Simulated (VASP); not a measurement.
Write the native input for VASP 6.6.1 that does the following.

```
Task                   : electric field gradients
Functional             : LDA
Potentials or basis    : VASP PAW LDA potentials, release 64 (Ti_sv)
Cutoff                 : 520 eV
k mesh                 : 14 × 14 × 14
Occupations            : fermi-dirac, width 0.05 eV
Spin                   : no spin polarisation
Dipole correction      : no
Further INCAR settings : ALGO = Normal; EDIFF = 1e-08; NBANDS = 12
```

The structure of Ti lies in POSCAR:

```
Ti
1.0
    0.0406000000      2.0503000000      2.0503000000
    2.0503000000      0.0406000000      2.0503000000
    2.0503000000      2.0503000000      0.0406000000
Ti
1
Direct
    0.0000000000      0.0000000000      0.0000000000
```

This cell differs from its parent crystal: equal xy, yz and zx shear strains of +2 %.

The input as run:

INCAR

```
PREC     = Accurate       # precision mode
ENCUT    = 520            # plane-wave cutoff, eV
EDIFF    = 1E-8           # SCF threshold, eV
ISMEAR   = -1             # smearing method
SIGMA    = 0.05           # smearing width, eV
LREAL    = False          # projectors in reciprocal space
LASPH    = True           # aspherical terms in the spheres
NELM     = 100            # most SCF steps
ALGO     = Normal         # electronic algorithm
ISIF     = 2              # what is computed and relaxed
LWAVE    = False          # write WAVECAR
LCHARG   = False          # write CHGCAR
GGA      = CA             # functional
LEFG     = True         
NBANDS   = 12             # bands
```

KPOINTS

```
Automatic mesh
0
Gamma
  14 14 14
```

Potentials or basis: VASP PAW LDA potentials, release 64 (Ti_sv).

The run is started by

```console
$ cat potpaw_LDA.64/Ti_sv/POTCAR > POTCAR
$ mpirun -np 1 vasp_std > vasp.out
```

Results of the run:

- Pressure: -5.0 GPa
- Band gap on the k mesh: zero (bands 6 and 7 overlap by 1.16 eV)
- Largest electric field gradient by atom: Ti -8.1 V/Å²

Caveat: the cell differs from its parent crystal (equal xy, yz and zx shear strains of +2 %); the cell stands under tension; without QUAD_EFG the Cq values of the log hold for a quadrupole moment of 1 mb, not for the nuclei.

Run time: 61 s on 1 thread of Intel Xeon 8259CL, on a shared host, peak memory 0.17 GiB.
